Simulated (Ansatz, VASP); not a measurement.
**W: VASP beside Ansatz**

```xyz
8
Lattice="5.1499 0.0000 0.0000 0.0000 5.1499 0.0000 0.0000 0.0000 5.1499" Properties=species:S:1:pos:R:3 pbc="T T T"
W     0.0000    0.0000    0.0000
W     2.5749    2.5749    2.5749
W     0.0000    2.5749    1.2875
W     0.0000    2.5749    3.8624
W     1.2875    0.0000    2.5749
W     3.8624    0.0000    2.5749
W     2.5749    3.8624    0.0000
W     2.5749    1.2875    0.0000
```

Change from the starting cell: volume scaled by 1.04, ions relaxed.

Alike in both runs: functional PBE; k mesh 9 × 9 × 9; occupations fermi-dirac, width 0.05 eV; no spin polarisation.

Ansatz relaxed the structure, and its values are those at the end. VASP's run is a single point on that final structure, the one shown.

|  | VASP | Ansatz |
| --- | --- | --- |
| version | VASP 6.6.1 | Ansatz 0.2.0 |
| potentials or method | VASP PAW PBE potentials, release 64 (W_sv) | plane-wave PAW, scalar-relativistic |
| plane-wave cutoff (eV) | 520 | 420 |
| valence electrons in the cell | 112 | 112 |

|  | VASP | Ansatz | Ansatz less VASP |
| --- | --- | --- | --- |
| pressure (GPa) | -10.8 | -11.2 | -0.41 |

Ansatz's warnings: stress scf threshold loose.

Spin-orbit coupling is off throughout.
